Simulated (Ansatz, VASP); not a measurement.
ZnO in VASP and in Ansatz

```
Zn O
1.0
     5.59818    0.00000    0.00000
     0.00000    5.59818    0.00000
     0.00000    0.00000    3.28103
Zn O
4 4
Direct
  0.18191 0.18191 0.50000
  0.81809 0.81809 0.50000
  0.68191 0.31809 0.00000
  0.31809 0.68191 0.00000
  0.81817 0.18183 0.50000
  0.18183 0.81817 0.50000
  0.68183 0.68183 0.00000
  0.31817 0.31817 0.00000
```

Alike in both runs: functional PBE; k mesh 4 × 4 × 6; occupations gaussian, width 0.1 eV; no spin polarisation.

Ansatz relaxed the structure, and its values are those at the end. VASP's run is a single point on that final structure, the one shown.

|  | VASP | Ansatz |
| --- | --- | --- |
| version | VASP 6.6.1 | Ansatz 0.2.0 |
| potentials or method | VASP PAW PBE potentials, release 64 (Zn, O), cutoff 520 eV | scalar-relativistic, plane waves, PAW |
| valence electrons in the cell | 72 | 72 |

Ansatz gave:

- gap on the k mesh at the Fermi level (eV): 0.77
- least direct gap on the mesh (eV): 0.77
- pressure (GPa): 0.3
- rms of the force components (eV/Å): 0.006

Estimate VASP's values.

gap on the k mesh at the Fermi level (eV): 0.75; least direct gap on the mesh (eV): 0.75; pressure (GPa): 1.2; rms of the force components (eV/Å): 0.008.
